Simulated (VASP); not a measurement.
Runs of VASP 6.6.1 on CdF2. The structure is that of space group Fm-3m (No. 225), or close to it. The cells are those of the table. 

```csv
cell,gap on the mesh (eV),pressure (GPa)
"relaxed to -3 GPa from a = 3.846 Å, angles 60.0°, 3 atoms",3.63,-3.0
"relaxed from a = 3.810 Å, angles 60.0°, 3 atoms",3.73,0.0
"relaxed to 8 GPa from a = 3.730 Å, angles 60.0°, 3 atoms",(a),8.0
"relaxed to 3 GPa from a = 3.774 Å, angles 60.0°, 3 atoms",3.82,3.0
```

Alike in all rows: task relaxation of cell and atoms; level r2SCAN; potentials or basis VASP PAW PBE potentials, release 64 (Cd, F); no spin polarisation; k mesh 8 × 8 × 8; cutoff (eV) 600; smearing gaussian 0.02 eV.

**Question.** Fill in the values left out.

**Answer.** (a) 3.95.

Caveats: the PAW data sets were made with another functional, which shifts forces and pressure a little; the cell is relaxed towards a set pressure, so the run minimises the enthalpy, not the energy (at least some runs).

A k mesh can miss the band edges, and the runs leave out spin-orbit coupling on Cd.
